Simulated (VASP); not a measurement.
# Zn3GeN (Pm-3m) in VASP: notebook

Zn3GeN is run at these levels: PBE; tasks: single point, relaxation of cell and atoms.

Everything below comes from runs of VASP 6.6.1. Logs are shortened: lines on timing, memory, paths and dates and some standing lists are left out, and cuts for length are marked.

**1. The cell of the first run**

Symmetry: Pm-3m, No. 221, cubic system. The conventional cell has a = 4.189 Å, b = 4.189 Å, c = 4.189 Å, α = 90.00°, β = 90.00°, γ = 90.00°. Within 2.8 Å of Zn (site symmetry 4/mmm) lie 2 N at 2.09 Å. Ge (site symmetry m-3m) has 12 Zn at 2.96 Å and 8 N at 3.63 Å within 3.9 Å. N (site symmetry m-3m) has 6 Zn at 2.09 Å within 2.8 Å.

**2. Single point, PBE**

INCAR

```
SYSTEM = Zn3GeN
ALGO = Normal
EDIFF = 1E-6
ENCUT = 520
GGA = PE
ISIF = 2
ISMEAR = 0
LASPH = .True.
LCHARG = .True.
LELF = .True.
LREAL = .False.
LVHAR = .True.
LWAVE = .False.
NBANDS = 36
NELM = 80
PREC = Accurate
SIGMA = 0.1
```

KPOINTS

```
k-points
0
Gamma
  8 8 8
  0 0 0
```

POSCAR

```
Zn3GeN
1.0
    4.1890711160      0.0000000000      0.0000000000
    0.0000000000      4.1890711160      0.0000000000
    0.0000000000      0.0000000000      4.1890711160
Zn Ge N
3 1 1
Direct
    0.0000000000      0.5000000000      0.5000000000
    0.5000000000      0.0000000000      0.5000000000
    0.5000000000      0.5000000000      0.0000000000
    0.0000000000      0.0000000000      0.0000000000
    0.5000000000      0.5000000000      0.5000000000
```

Potentials or basis: VASP PAW PBE potentials, release 64 (Zn, Ge_d, N).

Launch:

```bash
$ cat potpaw_PBE.64/Zn/POTCAR potpaw_PBE.64/Ge_d/POTCAR potpaw_PBE.64/N/POTCAR > POTCAR
$ mpirun -np 1 vasp_std > vasp.out
```

OUTCAR:

```text
SYSTEM = Zn3GeN
   EDIFF = 1E-6
   ENCUT = 520
   GGA = PE
   ISIF = 2
   ISMEAR = 0
   LASPH = .True.
   LREAL = .False.
   NELM = 80
   PREC = Accurate

 ion  position               nearest neighbor table
   1  0.000  0.500  0.500-   5 2.09   5 2.09   4 2.96   2 2.96   3 2.96   4 2.96   2 2.96   4 2.96
                             4 2.96   2 2.96   3 2.96   3 2.96   3 2.96   2 2.96
   2  0.500  0.000  0.500-   5 2.09   5 2.09   4 2.96   1 2.96   3 2.96   4 2.96   1 2.96   3 2.96
                             3 2.96   3 2.96   1 2.96   4 2.96   4 2.96   1 2.96
   3  0.500  0.500  0.000-   5 2.09   5 2.09   4 2.96   1 2.96   1 2.96   2 2.96   2 2.96   2 2.96
                             4 2.96   2 2.96   1 2.96   4 2.96   1 2.96   4 2.96
   4  0.000  0.000  0.000-   1 2.96   2 2.96   3 2.96   1 2.96   2 2.96   1 2.96   3 2.96   1 2.96
                             2 2.96   3 2.96   2 2.96   3 2.96
   5  0.500  0.500  0.500-   1 2.09   2 2.09   3 2.09   3 2.09   2 2.09   1 2.09

  LATTYP: Found a simple cubic cell.
 ALAT       =     4.1890711160

  Lattice vectors:

 A1 = (   4.1890711160,   0.0000000000,   0.0000000000)
 A2 = (   0.0000000000,   4.1890711160,   0.0000000000)
 A3 = (   0.0000000000,   0.0000000000,   4.1890711160)

Analysis of symmetry for initial positions (statically):
=====================================================================
 Subroutine PRICEL returns:
 Original cell was already a primitive cell.

 Routine SETGRP: Setting up the symmetry group for a
 simple cubic supercell.

 Subroutine GETGRP returns: Found 48 space group operations
 (whereof 48 operations were pure point group operations)
 out of a pool of 48 trial point group operations.

The static configuration has the point symmetry O_h .

Analysis of symmetry for dynamics (positions and initial velocities):
=====================================================================
 Subroutine PRICEL returns:
 Original cell was already a primitive cell.

 Routine SETGRP: Setting up the symmetry group for a
 simple cubic supercell.

 Subroutine GETGRP returns: Found 48 space group operations
 (whereof 48 operations were pure point group operations)
 out of a pool of 48 trial point group operations.

The dynamic configuration has the point symmetry O_h .

 Subroutine INISYM returns: Found 48 space group operations
 (whereof 48 operations are pure point group operations),
 and found     1 'primitive' translations

----------------------------------------------------------------------------------------

                                     Primitive cell

  volume of cell :      73.5111

  direct lattice vectors                    reciprocal lattice vectors
     4.189071116  0.000000000  0.000000000     0.238716406  0.000000000  0.000000000
     0.000000000  4.189071116  0.000000000     0.000000000  0.238716406  0.000000000
     0.000000000  0.000000000  4.189071116     0.000000000  0.000000000  0.238716406

  length of vectors
     4.189071116  4.189071116  4.189071116     0.238716406  0.238716406  0.238716406

  position of ions in fractional coordinates (direct lattice)
     0.000000000  0.500000000  0.500000000
     0.500000000  0.000000000  0.500000000
     0.500000000  0.500000000  0.000000000
     0.000000000  0.000000000  0.000000000
     0.500000000  0.500000000  0.500000000

  ion indices of the primitive-cell ions
   primitive index   ion index
                 1           1
                 2           2
                 3           3
                 4           4
                 5           5

----------------------------------------------------------------------------------------

 KPOINTS: k-points

Automatic generation of k-mesh.
 Grid dimensions read from file:
 generate k-points for:    8    8    8

 Generating k-lattice:

  Cartesian coordinates                     Fractional coordinates (reciprocal lattice)
     0.029839551  0.000000000  0.000000000     0.125000000  0.000000000  0.000000000
     0.000000000  0.029839551  0.000000000     0.000000000  0.125000000  0.000000000
     0.000000000  0.000000000  0.029839551     0.000000000  0.000000000  0.125000000

  Length of vectors
     0.029839551  0.029839551  0.029839551

  Shift w.r.t. Gamma in fractional coordinates (k-lattice)
     0.000000000  0.000000000  0.000000000

 Subroutine IBZKPT returns following result:
 ===========================================

 Found     35 irreducible k-points:

 Following reciprocal coordinates:
            Coordinates               Weight
  0.000000  0.000000  0.000000      1.000000
  0.125000  0.000000  0.000000      6.000000
  0.250000  0.000000  0.000000      6.000000
  0.375000  0.000000  0.000000      6.000000
  0.500000  0.000000  0.000000      3.000000
  0.125000  0.125000  0.000000     12.000000
[... 16 lines left out ...]
  0.375000  0.375000  0.125000     24.000000
  0.500000  0.375000  0.125000     24.000000
 [... further k-points ...]
   k-points           NKPTS =     35   k-points in BZ     NKDIM =     35   number of bands    NBANDS=     36
   number of dos      NEDOS =    301   number of ions     NIONS =      5
   total plane-waves  NPLWV =  32768
   dimension x,y,z NGX =    32 NGY =   32 NGZ =   32
   dimension x,y,z NGXF=    64 NGYF=   64 NGZF=   64
   ions per type =               3   1   1
   NGX,Y,Z   is equivalent  to a cutoff of  12.70, 12.70, 12.70 a.u.
   NGXF,Y,Z  is equivalent  to a cutoff of  25.40, 25.40, 25.40 a.u.
 SYSTEM =  Zn3GeN
   PREC   = accura    normal or accurate (medium, high low for compatibility)
   ISTART =      0    job   : 0-new  1-cont  2-samecut
   ICHARG =      2    charge: 1-file 2-atom 10-const
   ISPIN  =      1    spin polarized calculation?
   LNONCOLLINEAR =      F non collinear calculations
   LSORBIT =      F    spin-orbit coupling
   LASPH  =      T    aspherical Exc in radial PAW
   ENCUT  =  520.0 eV  38.22 Ry    6.18 a.u.   7.79  7.79  7.79*2*pi/ulx,y,z
   NELM   =     80;   NELMIN=  2; NELMDL= -5     # of ELM steps
   EDIFF  = 0.1E-05   stopping-criterion for ELM
   LREAL  =      F    real-space projection
   EDIFFG = 0.1E-04   stopping-criterion for IOM
   NSW    =      0    number of steps for IOM
   IBRION =     -1    ionic relax: 0-MD 1-quasi-New 2-CG
   NFREE  =      0    steps in history (QN), initial steepest desc. (CG)
   ISIF   =      2    stress and relaxation
   ISYM   =      2    0-nonsym 1-usesym 2-fastsym
   POTIM  = 0.5000    time-step for ionic-motion
   TEBEG  =    0.0;   TEEND  =   0.0 temperature during run
   PSTRESS=    0.0 pullay stress
   NELECT =      55.0000    total number of electrons
   NUPDOWN=      -1.0000    fix difference up-down
   EMIN   =  10.00;   EMAX   =-10.00  energy-range for DOS
   EFERMI =   0.00;   METHOD = LEGACY
   ISMEAR =     0;   SIGMA  =   0.10  broadening in eV -4-tet -1-fermi 0-gaus
   EFERMI_NEDOS =   21; number of points for ismear=-14 and -15
   IALGO  =     38    algorithm
   IMIX   =      4    mixing-type and parameters
     AMIX     =   0.40;   BMIX     =  1.00
     AMIX_MAG =   1.60;   BMIX_MAG =  1.00
  volume/ion in A,a.u.               =      14.70        99.22
  Fermi-wavevector in a.u.,A,eV,Ry     =   1.486203  2.808516 30.052520  2.208798
  Thomas-Fermi vector in A             =   2.599518
   LORBIT       =      0    0 simple, 1 ext, 2 COOP (PROOUT), +10 PAW based schemes
   GGA     = PE    functional components
   LHFCALC =     F    Hartree Fock is set to
   AEXX    =    0.0000 exact exchange contribution
   IVDW    =     0    specifies the selected vdW correction
   LEPSILON=     F    determine dielectric tensor
   LRPA    =     F    only Hartree local field effects (RPA)
 non-spin polarized calculation
 Gauss-broadening in eV      SIGMA  =   0.10
  energy-cutoff  :      520.00
  volume of cell :       73.51
 maximum number of plane-waves:      2000
 NGX is ok and might be reduce to    32
   NGX = 15   NGY = 15   NGZ = 15

 number of electron      54.9999994 magnetization

 Free energy of the ion-electron system (eV)
  ---------------------------------------------------
  ext. energy  EPLUGINS =         0.00000000
  ---------------------------------------------------
  free energy    TOTEN  =       -14.18891188 eV

  energy without entropy =      -14.17178836  energy(sigma->0) =      -14.18035012

 E-fermi :   4.2038     XC(G=0): -11.3715

 val. band max:        4.1407346270   @ k =   0.3750   0.0000   0.0000
 cond. band min:       4.2101771557   @ k =   0.2500   0.0000   0.0000
 fundamental gap:      0.0694425287
 Fermi energy:         4.2037712859

 k-point     1 :       0.0000    0.0000    0.0000
  band No.  band energies     occupation
      1     -20.0988      2.00000
      2     -20.0988      2.00000
      3     -20.0988      2.00000
      4     -20.0971      2.00000
      5     -20.0971      2.00000
      6     -11.7830      2.00000
[... 28 lines left out ...]
     35      13.4251      0.00000
     36      13.4282      0.00000

 k-point     2 :       0.1250    0.0000    0.0000
  band No.  band energies     occupation
      1     -20.0989      2.00000
      2     -20.0989      2.00000
      3     -20.0988      2.00000
      4     -20.0971      2.00000
      5     -20.0966      2.00000
      6     -11.7369      2.00000
[... 28 lines left out ...]
     35      12.9910      0.00000
     36      13.0282      0.00000

 k-point     3 :       0.2500    0.0000    0.0000
  band No.  band energies     occupation
      1     -20.0992      2.00000
      2     -20.0992      2.00000
      3     -20.0988      2.00000
      4     -20.0970      2.00000
      5     -20.0952      2.00000
      6     -11.6196      2.00000
[... 28 lines left out ...]
     35      12.2850      0.00000
     36      12.5258      0.00000
[... 742 lines left out ...]
 k-point    23 :       0.3750    0.3750    0.1250
  band No.  band energies     occupation
      1     -20.1008      2.00000
      2     -20.0996      2.00000
      3     -20.0996      2.00000
      4     -20.0947      2.00000
      5     -20.0921      2.00000
      6     -11.1783      2.00000
[... 28 lines left out ...]
     35      12.2121      0.00000
     36      12.5481      0.00000

 k-point    24 :       0.5000    0.3750    0.1250
  band No.  band energies     occupation
      1     -20.1010      2.00000
      2     -20.0997      2.00000
      3     -20.0996      2.00000
      4     -20.0946      2.00000
      5     -20.0917      2.00000
      6     -11.1268      2.00000
[... 28 lines left out ...]
     35      12.4936      0.00000
     36      12.9193      0.00000

 [... further k-points ...]

------------------------ aborting loop because EDIFF is reached ----------------------------------------

  FORCE on cell =-STRESS in cart. coord.  units (eV):
  Direction    XX          YY          ZZ          XY          YZ          ZX
  --------------------------------------------------------------------------------------
  -------------------------------------------------------------------------------------
  Total        0.2122851      0.2122851      0.2122851     -0.0000000     -0.0000000      0.0000000
  in kB        4.6267586      4.6267586      4.6267586     -0.0000000     -0.0000000      0.0000000
  external PRESSURE =       4.6267586 kB  Pullay stress =       0.0000000 kB

 VOLUME and BASIS-vectors are now :
 -----------------------------------------------------------------------------
  energy-cutoff  :      520.00
  volume of cell :       73.51
      direct lattice vectors                 reciprocal lattice vectors
     4.189071116  0.000000000  0.000000000     0.238716406  0.000000000  0.000000000
     0.000000000  4.189071116  0.000000000     0.000000000  0.238716406  0.000000000
     0.000000000  0.000000000  4.189071116     0.000000000  0.000000000  0.238716406

 POSITION                                       TOTAL-FORCE (eV/Angst)
 -----------------------------------------------------------------------------------
      0.00000      2.09454      2.09454         0.000000      0.000000      0.000000
      2.09454      0.00000      2.09454         0.000000      0.000000      0.000000
      2.09454      2.09454      0.00000         0.000000      0.000000      0.000000
      0.00000      0.00000      0.00000         0.000000      0.000000      0.000000
      2.09454      2.09454      2.09454         0.000000      0.000000      0.000000
 -----------------------------------------------------------------------------------
    total drift:                                0.000000     -0.000000     -0.000000

  FREE ENERGIE OF THE ION-ELECTRON SYSTEM (eV)
  ---------------------------------------------------
  free  energy   TOTEN  =       -14.1889118765 eV

  energy  without entropy=      -14.1717883557  energy(sigma->0) =      -14.18035012
```

Wall time 91 s (1 thread of Intel Xeon 8259CL, shared host); peak memory 0.23 GiB.

Results:

```yaml
Free_energy: -14.1889 eV
Pressure: 0.5 GPa
Band_gap_on_the_k_mesh: zero (an odd number of electrons rules out a gap without spin polarisation)
```

**3. Relaxation of cell and atoms, PBE**

INCAR

```
SYSTEM = Zn3GeN
PREC = Accurate ; ENCUT = 600
EDIFF = 1E-6 ; ISMEAR = 0
SIGMA = 0.1 ; LREAL = .FALSE.
LASPH = .TRUE. ; NELM = 100
ALGO = Normal ; ISIF = 3
LWAVE = .FALSE. ; LCHARG = .FALSE.
GGA = PE ; IBRION = 2
NSW = 100 ; EDIFFG = -0.005
```

KPOINTS

```
Automatic mesh
0
G
  8 8 8
  0 0 0
```

POSCAR: that of step 2 with these lines changed.

```diff
@@ -2,5 +2,5 @@
 1.0
-    4.1890711160      0.0000000000      0.0000000000
-    0.0000000000      4.1890711160      0.0000000000
-    0.0000000000      0.0000000000      4.1890711160
+    4.1882087140      0.0000000000      0.0000000000
+    0.0000000000      4.1882087140      0.0000000000
+    0.0000000000      0.0000000000      4.1882087140
 Zn Ge N
```

Potentials or basis: VASP PAW PBE potentials, release 64 (Zn, Ge_d, N).

Launch:

```bash
$ cat potpaw_PBE.64/Zn/POTCAR potpaw_PBE.64/Ge_d/POTCAR potpaw_PBE.64/N/POTCAR > POTCAR
$ mpirun -np 1 vasp_std > vasp.out
```

Run time: 4.8 min. Hardware: 1 thread of Intel Xeon 8259CL, shared host; peak memory 0.27 GiB.

Results (log left out):

```yaml
Free_energy: -14.1905 eV
Relaxed_volume: 14.76 Å³/atom
Relaxed_cell: a = 4.194 Å, b = 4.194 Å, c = 4.194 Å, α = 90.00°, β = 90.00°, γ = 90.00°
Space_group_after_relaxing_to_0.1_Å: Pm-3m (No. 221)
Energy_gained_by_relaxing: 0.1 meV/atom
Ionic_steps: 3
Pressure_after_relaxing: 0.0 GPa
Band_gap_on_the_k_mesh: zero (an odd number of electrons rules out a gap without spin polarisation)
```

Step by step:
```csv
step,energy change (eV),largest force (eV/Å),pressure (GPa),volume (Å³)
1,0.0000,0.0000,0.51,73.47
2,-0.0004,0.0000,-0.24,73.97
3,-0.0004,0.0000,-0.01,73.78
```

Final structure:
```yaml
crystal:
  lattice:
    - [4.19425, 0.00000, 0.00000]
    - [0.00000, 4.19425, 0.00000]
    - [0.00000, 0.00000, 4.19425]
  atoms:
    - { symbol: Zn, position: [0.00000, 0.50000, 0.50000] }
    - { symbol: Zn, position: [0.50000, 0.00000, 0.50000] }
    - { symbol: Zn, position: [0.50000, 0.50000, 0.00000] }
    - { symbol: Ge, position: [0.00000, 0.00000, 0.00000] }
    - { symbol: N, position: [0.50000, 0.50000, 0.50000] }
```

Levels at points of the mesh, in eV from the Fermi level:
```tsv
k point	band 23	band 24	band 25	band 26	band 27	band 28	band 29	band 30	band 31	band 32
(0.00, 0.00, 0.00)	-5.08	-5.08	-5.08	0.01	0.01	0.02	0.02	0.02	0.56	6.89
(0.50, 0.00, 0.00)	-4.11	-4.11	-3.93	-3.75	-0.11	-0.11	1.25	2.60	3.55	4.58
(0.50, 0.50, 0.00)	-5.90	-5.90	-3.51	-1.04	-0.33	-0.33	1.31	1.85	3.40	3.40
(0.50, 0.50, 0.50)	-4.49	-4.49	-4.49	-3.73	-3.73	-3.73	3.36	3.36	3.36	5.87
```
